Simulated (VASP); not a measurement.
Input of a VASP 6.6.1 run:

File INCAR:

```
SYSTEM = Mn3Si
  PREC = Accurate
  ENCUT = 520
  EDIFF = 1E-7
  ISMEAR = -1
  SIGMA = 0.05
  LREAL = .False.
  LASPH = .True.
  NELM = 150
  ALGO = Normal
  ISIF = 2
  LWAVE = .False.
  LCHARG = .False.
  ISPIN = 2
  MAGMOM = 4 4 4 0
  LORBIT = 11
  LMAXMIX = 4
  GGA = CA
  NBANDS = 34
```

File KPOINTS:

```
Automatic mesh
0
Gamma
  10 10 10
  0 0 0
```

Contents of POSCAR:

```
Mn3Si
1.0
    0.0000000000      2.9533534103      2.9533534103
    2.9533534103      0.0000000000      2.9533534103
    2.9533534103      2.9533534103      0.0000000000
Mn Si
3 1
Direct
    0.5000000000      0.5000000000      0.5000000000
    0.2500000000      0.2500000000      0.2500000000
    0.7500000000      0.7500000000      0.7500000000
    0.0000000000      0.0000000000      0.0000000000
```

Potentials or basis: VASP PAW LDA potentials, release 64 (Mn_pv, Si).

Run with:

```sh
$ cat potpaw_LDA.64/Mn_pv/POTCAR potpaw_LDA.64/Si/POTCAR > POTCAR
$ mpirun -np 1 vasp_std > vasp.out
```

Question: Estimate the net moment.

Answer: 1.01 μB per cell.

Question: What does it give for the pressure?

Answer: -34.0 GPa.

Caveat: the cell stands under tension.
